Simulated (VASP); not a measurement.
# Hf8N7 (a cell with a defect) in VASP: notebook, part 2 of 2

VASP 6.6.1. The steps go on from the part before.

## (3) Single point, r2SCAN+D3(BJ)

File POSCAR:

```
Hf8N7
1.0
    0.0000000000      4.5120000000      4.5120000000
    4.5120000000      0.0000000000      4.5120000000
    4.5120000000      4.5120000000      0.0000000000
Hf N
8 7
Direct
    0.0000000000      0.0000000000      0.0000000000
    0.0000000000      0.0000000000      0.5000000000
    0.0000000000      0.5000000000      0.0000000000
    0.0000000000      0.5000000000      0.5000000000
    0.5000000000      0.0000000000      0.0000000000
    0.5000000000      0.0000000000      0.5000000000
    0.5000000000      0.5000000000      0.0000000000
    0.5000000000      0.5000000000      0.5000000000
    0.2500000000      0.2500000000      0.7500000000
    0.2500000000      0.7500000000      0.2500000000
    0.2500000000      0.7500000000      0.7500000000
    0.7500000000      0.2500000000      0.2500000000
    0.7500000000      0.2500000000      0.7500000000
    0.7500000000      0.7500000000      0.2500000000
    0.7500000000      0.7500000000      0.7500000000
```

File INCAR.step1:

```
SYSTEM = Hf8N7
PREC = Accurate ; ENCUT = 580
ISMEAR = 1 ; SIGMA = 0.05
LREAL = .FALSE. ; LASPH = .TRUE.
NELM = 120 ; NBANDS = 70
GGA = PE ; ALGO = Normal
EDIFF = 1E-5 ; LWAVE = .TRUE.
LCHARG = .FALSE. ; GGA_COMPAT = .FALSE.
```

File INCAR.step2:

```
SYSTEM = Hf8N7
PREC = Accurate ; ENCUT = 580
EDIFF = 1E-6 ; ISMEAR = 1
SIGMA = 0.05 ; LREAL = .FALSE.
LASPH = .TRUE. ; NELM = 120
ALGO = Normal ; ISIF = 2
LWAVE = .FALSE. ; LCHARG = .FALSE.
METAGGA = R2SCAN ; LMIXTAU = .TRUE.
IVDW = 12 ; VDW_S6 = 1.0
VDW_S8 = 0.78981345 ; VDW_A1 = 0.49484001
VDW_A2 = 5.73083694 ; NBANDS = 70
ISTART = 1 ; GGA_COMPAT = .FALSE.
```

File KPOINTS:

```
Automatic mesh
0
G
  2 2 2
  0 0 0
```

Potentials or basis: VASP PAW PBE potentials, release 64 (Hf_pv, N).

Launch:

```bash
$ cat potpaw_PBE.64/Hf_pv/POTCAR potpaw_PBE.64/N/POTCAR > POTCAR
$ cp INCAR.step1 INCAR
$ mpirun -np 1 vasp_std > vasp.out
$ cp INCAR.step2 INCAR
$ mpirun -np 1 vasp_std > vasp.out
```

OUTCAR:

```text
SYSTEM = Hf8N7
   PREC = Accurate
   ENCUT = 580
   EDIFF = 1E-6
   ISMEAR = 1
   LREAL = .FALSE.
   LASPH = .TRUE.
   NELM = 120
   ISIF = 2
   METAGGA = R2SCAN
   IVDW = 12
   ISTART = 1
 IVDW          = 12

 ion  position               nearest neighbor table
   1  0.000  0.000  0.000-   9 2.26  10 2.26  11 2.26  12 2.26  13 2.26  14 2.26   2 3.19   3 3.19
                             5 3.19   2 3.19   4 3.19   6 3.19   3 3.19   4 3.19   7 3.19   5 3.19
   2  0.000  0.000  0.500-  10 2.26  11 2.26  12 2.26  13 2.26  15 2.26   6 3.19   1 3.19   4 3.19
                             1 3.19   3 3.19   5 3.19   3 3.19   4 3.19   8 3.19   5 3.19   6 3.19
   3  0.000  0.500  0.000-   9 2.26  11 2.26  12 2.26  14 2.26  15 2.26   7 3.19   1 3.19   4 3.19
                             2 3.19   4 3.19   8 3.19   1 3.19   2 3.19   5 3.19   5 3.19   7 3.19
   4  0.000  0.500  0.500-   9 2.26  10 2.26  13 2.26  14 2.26  15 2.26   8 3.19   2 3.19   3 3.19
                             1 3.19   3 3.19   7 3.19   1 3.19   2 3.19   6 3.19   6 3.19   7 3.19
   5  0.500  0.000  0.000-   9 2.26  10 2.26  13 2.26  14 2.26  15 2.26   7 3.19   1 3.19   6 3.19
                             2 3.19   6 3.19   8 3.19   3 3.19   7 3.19   8 3.19   1 3.19   2 3.19
[... 435 lines left out ...]
  --------------------------------------------------------------------------------------
  -------------------------------------------------------------------------------------
  Total      -3.08170    -3.08170    -3.08170     0.00000    -0.00000     0.00000
  in kB     -26.87597   -26.87597   -26.87597     0.00000    -0.00000     0.00000
  external pressure =      -26.88 kB  Pullay stress =        0.00 kB

 VOLUME and BASIS-vectors are now :
 -----------------------------------------------------------------------------
  energy-cutoff  :      580.00
  volume of cell :      183.71
      direct lattice vectors                 reciprocal lattice vectors
     0.000000000  4.512000000  4.512000000    -0.110815603  0.110815603  0.110815603
     4.512000000  0.000000000  4.512000000     0.110815603 -0.110815603  0.110815603
     4.512000000  4.512000000  0.000000000     0.110815603  0.110815603 -0.110815603

 POSITION                                       TOTAL-FORCE (eV/Angst)
 -----------------------------------------------------------------------------------
      0.00000      0.00000      0.00000         0.000000      0.000000      0.000000
      2.25600      2.25600      0.00000         0.000000      0.000000      0.242253
      2.25600      0.00000      2.25600         0.000000      0.242253      0.000000
      4.51200      2.25600      2.25600        -0.242253      0.000000      0.000000
      0.00000      2.25600      2.25600         0.242253      0.000000      0.000000
      2.25600      4.51200      2.25600         0.000000     -0.242253      0.000000
      2.25600      2.25600      4.51200         0.000000      0.000000     -0.242253
      4.51200      4.51200      4.51200         0.000000      0.000000      0.000000
      4.51200      4.51200      2.25600         0.000000      0.000000      0.000000
      4.51200      2.25600      4.51200         0.000000      0.000000      0.000000
      6.76800      4.51200      4.51200         0.000000      0.000000      0.000000
      2.25600      4.51200      4.51200         0.000000      0.000000      0.000000
      4.51200      6.76800      4.51200         0.000000      0.000000      0.000000
      4.51200      4.51200      6.76800         0.000000      0.000000      0.000000
      6.76800      6.76800      6.76800         0.000000      0.000000      0.000000
 -----------------------------------------------------------------------------------
    total drift:                                0.000000     -0.000000     -0.000000

  FREE ENERGIE OF THE ION-ELECTRON SYSTEM (eV)
  ---------------------------------------------------
  free  energy   TOTEN  =      -455.3361592798 eV

  energy  without entropy=     -455.3252377016  energy(sigma->0) =     -455.33251875
```

OUTCAR.step1:

```text
SYSTEM = Hf8N7
   PREC = Accurate
   ENCUT = 580
   ISMEAR = 1
   LREAL = .FALSE.
   LASPH = .TRUE.
[... 475 lines left out ...]
      4.51200      6.76800      4.51200        -0.000000     -0.000000     -0.000000
      4.51200      4.51200      6.76800        -0.000000     -0.000000     -0.000000
      6.76800      6.76800      6.76800        -0.000000     -0.000000     -0.000000
 -----------------------------------------------------------------------------------
    total drift:                                0.000000     -0.000000     -0.000000

  FREE ENERGIE OF THE ION-ELECTRON SYSTEM (eV)
  ---------------------------------------------------
  free  energy   TOTEN  =      -161.9849583012 eV

  energy  without entropy=     -161.9700783473  energy(sigma->0) =     -161.97999832
```

OSZICAR.step1:

```text
N       E                     dE             d eps       ncg     rms          rms(c)
DAV:   1     0.693618040705E+03    0.69362E+03   -0.67874E+04   420   0.179E+03
DAV:   2    -0.127900200732E+03   -0.82152E+03   -0.79473E+03   518   0.450E+02
DAV:   3    -0.182216219866E+03   -0.54316E+02   -0.52887E+02   512   0.932E+01
DAV:   4    -0.183465148860E+03   -0.12489E+01   -0.12375E+01   496   0.142E+01
DAV:   5    -0.183488272714E+03   -0.23124E-01   -0.23086E-01   504   0.175E+00    0.139E+02
DAV:   6    -0.162796346135E+03    0.20692E+02   -0.12447E+02   484   0.334E+01    0.111E+02
DAV:   7    -0.162464574052E+03    0.33177E+00   -0.12543E+01   488   0.133E+01    0.529E+01
DAV:   8    -0.162130059536E+03    0.33451E+00   -0.25973E+00   474   0.647E+00    0.731E+00
DAV:   9    -0.161995543977E+03    0.13452E+00   -0.49662E-01   482   0.326E+00    0.278E+00
DAV:  10    -0.162001258436E+03   -0.57145E-02   -0.11542E-01   474   0.143E+00    0.280E+00
DAV:  11    -0.161985782766E+03    0.15476E-01   -0.36310E-02   490   0.826E-01    0.118E+00
DAV:  12    -0.161985271184E+03    0.51158E-03   -0.42025E-03   488   0.301E-01    0.357E-01
DAV:  13    -0.161984988243E+03    0.28294E-03   -0.80567E-04   488   0.111E-01    0.101E-01
DAV:  14    -0.161984956924E+03    0.31319E-04   -0.13109E-04   512   0.500E-02    0.339E-02
DAV:  15    -0.161984958301E+03   -0.13775E-05   -0.24682E-05   360   0.180E-02
   1 F= -.16198496E+03 E0= -.16198000E+03  d E =-.148800E-01
```

It took 3.1 min on 1 thread of Intel Xeon Platinum 8488C (Sapphire Rapids), shared host; peak memory 0.4 GiB.

Results:

| Item | Value |
| --- | --- |
| Free energy | -455.3362 eV |
| Pressure | -2.7 GPa |
| Largest force | 0.242 eV/Å |
| Band gap on the k mesh | zero (an odd number of electrons rules out a gap without spin polarisation) |
| Dispersion energy per atom | -0.184 eV |

Forces in eV/Å, atoms in the order of the input:
```
Hf   0.000  0.000  0.000
Hf   0.000  0.000  0.242
Hf   0.000  0.242  0.000
Hf  -0.242  0.000  0.000
Hf   0.242  0.000  0.000
Hf   0.000 -0.242  0.000
Hf   0.000  0.000 -0.242
Hf   0.000  0.000  0.000
N    0.000  0.000  0.000
N    0.000  0.000  0.000
N    0.000  0.000  0.000
N    0.000  0.000  0.000
N    0.000  0.000  0.000
N    0.000  0.000  0.000
N    0.000  0.000  0.000
```

Caveat: the k points lie up to 0.60 Å⁻¹ apart, too coarse for converged energies and pressures of a metal; three body term missing; the PAW data sets were made with another functional, which shifts forces and pressure a little; spin-orbit coupling is left out, which moves the levels of the heavy elements.
